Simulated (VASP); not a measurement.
## Nb: single point with PBEsol

Crystal: Nb.

```
CELL_PARAMETERS angstrom
-1.61403 1.61403 1.63899
1.61403 -1.61403 1.63899
1.61403 1.61403 -1.63899
ATOMIC_POSITIONS crystal
Nb 0.00000 0.00000 0.00000
```

This cell differs from its parent crystal: strain -0.030 along x and y, -0.015 along z.

```json
{
 "Program": "VASP 6.6.1",
 "Task": "single point",
 "Functional": "PBEsol",
 "Potentials or basis": "VASP PAW PBE potentials, release 64 (Nb_sv)",
 "Cutoff": "520 eV",
 "k mesh": "20 × 20 × 20",
 "Occupations": "gaussian, width 0.15 eV",
 "Spin": "no spin polarisation"
}
```

* Pressure: 4.4 GPa
* Band gap on the k mesh: zero (an odd number of electrons rules out a gap without spin polarisation)

Stress tensor (GPa, compression positive):
```
5.13 0.00 0.00
0.00 5.13 0.00
0.00 0.00 3.00
```

Levels at points of the mesh, in eV from the Fermi level:
| k point | band 4 | band 5 | band 6 | band 7 | band 8 | band 9 |
| --- | --- | --- | --- | --- | --- | --- |
| (0.00, 0.00, 0.00) | -29.40 | -6.07 | 0.28 | 0.28 | 0.46 | 3.31 |
| (0.50, 0.00, 0.00) | -29.42 | -3.97 | -1.77 | 2.51 | 3.40 | 4.21 |
| (0.50, 0.50, 0.00) | -29.44 | -3.99 | -1.96 | 2.63 | 3.66 | 4.31 |
| (0.50, 0.50, 0.50) | -30.48 | -4.09 | -4.04 | 5.97 | 6.03 | 6.03 |

Run time: 4.5 min on 1 thread of AMD EPYC 7R13, on a shared host, peak memory 0.22 GiB.

Caveat: the cell differs from its parent crystal (strain -0.030 along x and y, -0.015 along z); the cell stands under pressure; the PAW data sets were made with another functional, which shifts forces and pressure a little.
